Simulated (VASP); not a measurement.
# Mg (P6_3/mmc) in VASP: notebook

Mg is run at these levels: r2SCAN, LDA; tasks: single point.

All numbers are computed with VASP 6.6.1; they aren't measurements. Logs are shortened: lines on timing, memory, paths and dates and some standing lists are left out, and cuts for length are marked.

## Step 1: The cell of the first run

It takes space group P6_3/mmc (No. 194, hexagonal). Conventional cell: a = 3.152 Å, b = 3.152 Å, c = 5.261 Å, α = 90.00°, β = 90.00°, γ = 120.00°. Mg (site symmetry -6m2) has 12 Mg at 3.15 to 3.20 Å within 4.1 Å.

## Step 2: Single point, r2SCAN

Input file POSCAR:

```
Mg
1.0
    3.1520833252      0.0000000000      0.0000000000
   -1.5760416626      2.7297842345      0.0000000000
    0.0000000000      0.0000000000      5.2610637939
Mg
2
Direct
    0.6666666667      0.3333333333      0.7500000000
    0.3333333333      0.6666666667      0.2500000000
```

Input file INCAR.step1:

```
  ALGO = Normal
  EDIFF = 1E-4
  ENCUT = 520
  GGA = PE
  ISMEAR = -1
  LASPH = True
  LCHARG = False
  LREAL = False
  LWAVE = True
  NBANDS = 9
  NELM = 60
  PREC = Accurate
  SIGMA = 0.05
```

Input file INCAR.step2:

```
  ALGO = Normal
  EDIFF = 1E-6
  ENCUT = 520
  ISIF = 2
  ISMEAR = -1
  ISTART = 1
  LASPH = True
  LCHARG = False
  LMIXTAU = True
  LREAL = False
  LWAVE = False
  METAGGA = R2SCAN
  NBANDS = 9
  NELM = 60
  PREC = Accurate
  SIGMA = 0.05
```

Input file KPOINTS:

```
k-points
0
Gamma
  10 10 5
```

Potentials or basis: VASP PAW PBE potentials, release 64 (Mg).

Command:

```console
cat potpaw_PBE.64/Mg/POTCAR > POTCAR
cp INCAR.step1 INCAR
mpirun -np 1 vasp_std > vasp.out
cp INCAR.step2 INCAR
mpirun -np 1 vasp_std > vasp.out
```

OUTCAR:

```text
EDIFF = 1E-6
   ENCUT = 520
   ISIF = 2
   ISMEAR = -1
   ISTART = 1
   LASPH = True
   LREAL = False
   METAGGA = R2SCAN
   NELM = 60
   PREC = Accurate

 ion  position               nearest neighbor table
   1  0.667  0.333  0.750-   2 3.20   2 3.20   2 3.20   2 3.20   2 3.20   2 3.20
   2  0.333  0.667  0.250-   1 3.20   1 3.20   1 3.20   1 3.20   1 3.20   1 3.20

  LATTYP: Found a hexagonal cell.
 ALAT       =     3.1520833252
 C/A-ratio  =     1.6690751009

  Lattice vectors:

 A1 = (   3.1520833252,   0.0000000000,   0.0000000000)
 A2 = (  -1.5760416626,   2.7297842345,   0.0000000000)
 A3 = (   0.0000000000,   0.0000000000,   5.2610637939)

Analysis of symmetry for initial positions (statically):
=====================================================================
 Subroutine PRICEL returns:
 Original cell was already a primitive cell.

 Routine SETGRP: Setting up the symmetry group for a
 hexagonal supercell.

 Subroutine GETGRP returns: Found 24 space group operations
 (whereof 12 operations were pure point group operations)
 out of a pool of 24 trial point group operations.

The static configuration has the point symmetry D_3d.
 The point group associated with its full space group is D_6h.

Analysis of symmetry for dynamics (positions and initial velocities):
=====================================================================
 Subroutine PRICEL returns:
 Original cell was already a primitive cell.

 Routine SETGRP: Setting up the symmetry group for a
 hexagonal supercell.

 Subroutine GETGRP returns: Found 24 space group operations
 (whereof 12 operations were pure point group operations)
 out of a pool of 24 trial point group operations.

The dynamic configuration has the point symmetry D_3d.
 The point group associated with its full space group is D_6h.

 Subroutine INISYM returns: Found 24 space group operations
 (whereof 12 operations are pure point group operations),
 and found     1 'primitive' translations

----------------------------------------------------------------------------------------

                                     Primitive cell

  volume of cell :      45.2689

  direct lattice vectors                    reciprocal lattice vectors
     3.152083325  0.000000000  0.000000000     0.317250497  0.183164660  0.000000000
    -1.576041663  2.729784234  0.000000000     0.000000000  0.366329319  0.000000000
     0.000000000  0.000000000  5.261063794     0.000000000  0.000000000  0.190075627

  length of vectors
     3.152083325  3.152083325  5.261063794     0.366329319  0.366329319  0.190075627

  position of ions in fractional coordinates (direct lattice)
     0.666666667  0.333333333  0.750000000
     0.333333333  0.666666667  0.250000000

  ion indices of the primitive-cell ions
   primitive index   ion index
                 1           1
                 2           2

----------------------------------------------------------------------------------------

 KPOINTS: k-points

Automatic generation of k-mesh.
 Grid dimensions read from file:
 generate k-points for:   10   10    5

 Generating k-lattice:

  Cartesian coordinates                     Fractional coordinates (reciprocal lattice)
     0.031725050  0.018316466  0.000000000     0.100000000 -0.000000000  0.000000000
     0.000000000  0.036632932  0.000000000     0.000000000  0.100000000  0.000000000
     0.000000000  0.000000000  0.038015125     0.000000000  0.000000000  0.200000000

  Length of vectors
     0.036632932  0.036632932  0.038015125

  Shift w.r.t. Gamma in fractional coordinates (k-lattice)
     0.000000000  0.000000000  0.000000000

 Subroutine IBZKPT returns following result:
 ===========================================

 Found     42 irreducible k-points:

 Following reciprocal coordinates:
            Coordinates               Weight
  0.000000  0.000000  0.000000      1.000000
  0.100000 -0.000000  0.000000      6.000000
  0.200000 -0.000000  0.000000      6.000000
  0.300000  0.000000  0.000000      6.000000
  0.400000 -0.000000  0.000000      6.000000
  0.500000 -0.000000  0.000000      3.000000
[... 16 lines left out ...]
  0.300000  0.100000  0.200000     24.000000
  0.400000  0.100000  0.200000     24.000000
 [... further k-points ...]
   k-points           NKPTS =     42   k-points in BZ     NKDIM =     42   number of bands    NBANDS=      9
   number of dos      NEDOS =    301   number of ions     NIONS =      2
   total plane-waves  NPLWV =  23040
   dimension x,y,z NGX =    24 NGY =   24 NGZ =   40
   dimension x,y,z NGXF=    48 NGYF=   48 NGZF=   80
   ions per type =               2
   NGX,Y,Z   is equivalent  to a cutoff of  12.66, 12.66, 12.64 a.u.
   NGXF,Y,Z  is equivalent  to a cutoff of  25.32, 25.32, 25.28 a.u.
 SYSTEM =  unknown system
   PREC   = accura    normal or accurate (medium, high low for compatibility)
   ISTART =      1    job   : 0-new  1-cont  2-samecut
   ICHARG =      0    charge: 1-file 2-atom 10-const
   ISPIN  =      1    spin polarized calculation?
   LNONCOLLINEAR =      F non collinear calculations
   LSORBIT =      F    spin-orbit coupling
   LASPH  =      T    aspherical Exc in radial PAW
   ENCUT  =  520.0 eV  38.22 Ry    6.18 a.u.   5.86  5.86  9.78*2*pi/ulx,y,z
   NELM   =     60;   NELMIN=  2; NELMDL=  0     # of ELM steps
   EDIFF  = 0.1E-05   stopping-criterion for ELM
   LREAL  =      F    real-space projection
   EDIFFG = 0.1E-04   stopping-criterion for IOM
   NSW    =      0    number of steps for IOM
   IBRION =     -1    ionic relax: 0-MD 1-quasi-New 2-CG
   NFREE  =      0    steps in history (QN), initial steepest desc. (CG)
   ISIF   =      2    stress and relaxation
   ISYM   =      2    0-nonsym 1-usesym 2-fastsym
   POTIM  = 0.5000    time-step for ionic-motion
   TEBEG  =    0.0;   TEEND  =   0.0 temperature during run
   PSTRESS=    0.0 pullay stress
   NELECT =       4.0000    total number of electrons
   NUPDOWN=      -1.0000    fix difference up-down
   EMIN   =  10.00;   EMAX   =-10.00  energy-range for DOS
   EFERMI =   0.00;   METHOD = LEGACY
   ISMEAR =    -1;   SIGMA  =   0.05  broadening in eV -4-tet -1-fermi 0-gaus
   EFERMI_NEDOS =   21; number of points for ismear=-14 and -15
   IALGO  =     38    algorithm
   IMIX   =      4    mixing-type and parameters
     AMIX     =   0.40;   BMIX     =  1.00
     AMIX_MAG =   1.60;   BMIX_MAG =  1.00
  volume/ion in A,a.u.               =      22.63       152.74
  Fermi-wavevector in a.u.,A,eV,Ry     =   0.729169  1.377930  7.234050  0.531688
  Thomas-Fermi vector in A             =   1.820824
   LORBIT       =      0    0 simple, 1 ext, 2 COOP (PROOUT), +10 PAW based schemes
   METAGGA = R2SCAN    functional components
   LHFCALC =     F    Hartree Fock is set to
   AEXX    =    0.0000 exact exchange contribution
   IVDW    =     0    specifies the selected vdW correction
   LEPSILON=     F    determine dielectric tensor
   LRPA    =     F    only Hartree local field effects (RPA)
 non-spin polarized calculation
  energy-cutoff  :      520.00
  volume of cell :       45.27
 maximum number of plane-waves:      1236
 NGX is ok and might be reduce to    24
   NGX = 11   NGY = 11   NGZ = 19

 number of electron       4.0000000 magnetization

 Free energy of the ion-electron system (eV)
  ---------------------------------------------------
  ext. energy  EPLUGINS =         0.00000000
  ---------------------------------------------------
  free energy    TOTEN  =        -8.29157257 eV

  energy without entropy =       -8.28461501  energy(sigma->0) =       -8.28809379

 E-fermi :   2.7915     XC(G=0):  -9.0859

 val. band max:        2.7777332484   @ k =   0.5000  -0.0000   0.4000
 cond. band min:       2.8347712831   @ k =   0.4000   0.1000   0.4000
 fundamental gap:      0.0570380347
 Fermi energy:         2.7914649369

 k-point     1 :       0.0000    0.0000    0.0000
  band No.  band energies     occupation
      1      -4.7326      2.00000
      2       0.6334      2.00000
      3       1.2612      2.00000
      4      14.8197      0.00000
      5      14.8197      0.00000
      6      15.0794      0.00000
      7      15.0794      0.00000
      8      15.1765      0.00000
      9      17.6420      0.00000

 k-point     2 :       0.1000   -0.0000    0.0000
  band No.  band energies     occupation
      1      -4.5171      2.00000
      2       0.8330      2.00000
      3       1.4667      2.00000
      4      11.7987      0.00000
      5      13.3485      0.00000
      6      14.0799      0.00000
      7      15.9850      0.00000
      8      16.7363      0.00000
      9      16.7479      0.00000

 k-point     3 :       0.2000   -0.0000    0.0000
  band No.  band energies     occupation
      1      -3.8735      2.00000
      2       1.4325      2.00000
      3       2.0689      2.00000
      4       8.5572      0.00000
      5      12.0963      0.00000
      6      12.3472      0.00000
      7      13.4742      0.00000
      8      14.8808      0.00000
      9      16.7998      0.00000

 k-point     4 :       0.3000    0.0000    0.0000
  band No.  band energies     occupation
      1      -2.8104      2.00000
      2       2.4331      1.99846
      3       2.9717      0.05293
      4       5.7060      0.00000
      5      10.4033      0.00000
      6      10.4819      0.00000
      7      11.2005      0.00000
      8      13.3401      0.00000
      9      15.7762      0.00000
[... 205 lines left out ...]
 k-point    22 :       0.2000    0.1000    0.2000
  band No.  band energies     occupation
      1      -3.0056      2.00000
      2       0.3513      2.00000
      3       4.6830      0.00000
      4       7.3987      0.00000
      5       9.2065      0.00000
      6      10.7426      0.00000
      7      12.4431      0.00000
      8      14.3725      0.00000
      9      14.5511      0.00000

 k-point    23 :       0.3000    0.1000    0.2000
  band No.  band energies     occupation
      1      -1.7435      2.00000
      2       1.5421      2.00000
      3       4.3600      0.00000
      4       6.1066      0.00000
      5       7.4553      0.00000
      6       9.0094      0.00000
      7      11.5709      0.00000
      8      12.4039      0.00000
      9      14.6641      0.00000

 k-point    24 :       0.4000    0.1000    0.2000
  band No.  band energies     occupation
      1      -0.0947      2.00000
      2       1.8558      2.00000
      3       3.3629      0.00002
      4       5.2363      0.00000
      5       7.2640      0.00000
      6       8.4635      0.00000
      7      10.1418      0.00000
      8      11.5483      0.00000
      9      14.4968      0.00000

 [... further k-points ...]

------------------------ aborting loop because EDIFF is reached ----------------------------------------

  FORCE on cell =-STRESS in cart. coord.  units (eV):
  Direction    XX          YY          ZZ          XY          YZ          ZX
  --------------------------------------------------------------------------------------
  -------------------------------------------------------------------------------------
  Total       -0.0718910     -0.0718910     -0.0755872      0.0000000     -0.0000000     -0.0000000
  in kB       -2.5444026     -2.5444026     -2.6752176      0.0000000     -0.0000000     -0.0000000
  external PRESSURE =      -2.5880076 kB  Pullay stress =       0.0000000 kB

 VOLUME and BASIS-vectors are now :
 -----------------------------------------------------------------------------
  energy-cutoff  :      520.00
  volume of cell :       45.27
      direct lattice vectors                 reciprocal lattice vectors
     3.152083325  0.000000000  0.000000000     0.317250497  0.183164660  0.000000000
    -1.576041663  2.729784234  0.000000000     0.000000000  0.366329319  0.000000000
     0.000000000  0.000000000  5.261063794     0.000000000  0.000000000  0.190075627

 POSITION                                       TOTAL-FORCE (eV/Angst)
 -----------------------------------------------------------------------------------
      1.57604      0.90993      3.94580        -0.000000     -0.000000      0.000000
     -0.00000      1.81986      1.31527         0.000000      0.000000      0.000000
 -----------------------------------------------------------------------------------
    total drift:                               -0.000000      0.000000     -0.000000

  FREE ENERGIE OF THE ION-ELECTRON SYSTEM (eV)
  ---------------------------------------------------
  free  energy   TOTEN  =        -8.2915725708 eV

  energy  without entropy=       -8.2846150130  energy(sigma->0) =       -8.28809379
```

Run time: 24 s. Hardware: 1 thread of Intel Xeon Platinum 8559C (Emerald Rapids), shared host; peak memory 0.16 GiB.

What came out:

* Free energy: -8.2916 eV
* Pressure: -0.3 GPa
* Band gap on the k mesh: zero (band 2 reaches 3.23 eV, above the bottom of band 3 at 1.26 eV)

Caveat: the PAW data sets were made with another functional, which shifts forces and pressure a little.

## Step 3: Single point, LDA

This run uses another cell than the first one, of 21.84 Å³/atom, 0.965 times its volume.

Input file INCAR:

```
SYSTEM = Mg
PREC = Accurate ; ENCUT = 520
EDIFF = 1E-7 ; ISMEAR = -1
SIGMA = 0.05 ; LREAL = .FALSE.
LASPH = .TRUE. ; NELM = 100
ALGO = Normal ; ISIF = 2
LWAVE = .FALSE. ; LCHARG = .TRUE.
GGA = CA ; LELF = .TRUE.
LVHAR = .TRUE. ; NBANDS = 9
```

Input file KPOINTS:

```
regular mesh
0
G
  10 10 5
  0 0 0
```

Input file POSCAR:

```
Mg
1.0
    3.1437856987      0.0000000000      0.0000000000
   -1.5718928494      2.7225982792      0.0000000000
    0.0000000000      0.0000000000      5.1039375022
Mg
2
Direct
    0.6666666667      0.3333333333      0.7500000000
    0.3333333333      0.6666666667      0.2500000000
```

Potentials or basis: VASP PAW LDA potentials, release 64 (Mg).

Command:

```console
cat potpaw_LDA.64/Mg/POTCAR > POTCAR
mpirun -np 1 vasp_std > vasp.out
```

It took 4.2 s on 1 thread of Intel Xeon 6975P-C (Granite Rapids), shared host; peak memory 0.14 GiB.

The run converged. Its results:

| Item | Value |
| --- | --- |
| Free energy | -3.6133 eV |
| Pressure | -0.7 GPa |
| Band gap on the k mesh | zero (band 2 reaches 3.40 eV, above the bottom of band 3 at 1.46 eV) |

Stress tensor (GPa, compression positive):
```
-1.07  0.00  0.00
 0.00 -1.07  0.00
 0.00  0.00  0.12
```

Levels at points of the mesh, in eV from the Fermi level:
```tsv
k point	band 1	band 2	band 3	band 4	band 5	band 6
(0.00, 0.00, 0.00)	-7.16	-1.76	-1.30	11.16	11.16	11.30
(0.50, 0.00, 0.00)	-2.23	-2.21	2.70	3.06	3.35	3.77
```
